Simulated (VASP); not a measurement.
Crystal: InGaP2.

```
CELL_PARAMETERS angstrom
3.90362 0.00000 0.00000
0.00000 3.90362 0.00000
0.00000 0.00000 5.52055
ATOMIC_POSITIONS crystal
In 0.50000 0.50000 0.50000
Ga 0.00000 0.00000 0.00000
P 0.50000 0.00000 0.75000
P 0.00000 0.50000 0.25000
```

| Quantity | Value |
| --- | --- |
| Program | VASP 6.6.1 |
| Task | relaxation of cell and atoms |
| Functional | PBE |
| Potentials or basis | VASP PAW PBE potentials, release 64 (In_d, Ga_d, P) |
| Cutoff | 600 eV |
| k mesh | 4 × 4 × 4 |
| Occupations | gaussian, width 0.1 eV |
| Spin | no spin polarisation |

At the start: pressure 11.2 GPa; volume 21.03 Å³/atom.

Task: How do energy, volume and symmetry change on relaxing?

Result: Over 7 steps the energy falls by 132.2 meV/atom and the volume is 23.61 Å³/atom (+12.3 %); space group P-4m2 (No. 115, to 0.05 Å).

Step by step:
```tsv
step	energy change (eV)	largest force (eV/Å)	pressure (GPa)	volume (Å³)
1	0.0000	1.9852	11.23	84.12
2	-0.3722	0.1274	-4.92	103.38
3	-0.4888	0.6068	-1.01	96.18
4	-0.4888	0.6274	-0.84	95.93
5	-0.5207	0.3045	-0.21	94.72
6	-0.5284	0.0407	0.36	93.77
7	-0.5289	0.0191	-0.14	94.44
```

Final structure:
```cif
data_structure
_symmetry_space_group_name_H-M 'P 1'
_symmetry_Int_Tables_number 1
_cell_length_a 4.0632
_cell_length_b 4.0632
_cell_length_c 5.7204
_cell_angle_alpha 90.000
_cell_angle_beta 90.000
_cell_angle_gamma 90.000
_cell_volume 94.44
loop_
_atom_site_label
_atom_site_type_symbol
_atom_site_fract_x
_atom_site_fract_y
_atom_site_fract_z
_atom_site_occupancy
In1 In 0.50000 0.50000 0.50000 1
Ga1 Ga 0.00000 0.00000 0.00000 1
P1 P 0.50000 0.00000 0.77133 1
P2 P 0.00000 0.50000 0.22867 1
```

Caveat: spin-orbit coupling is left out, which moves the levels of the heavy elements.
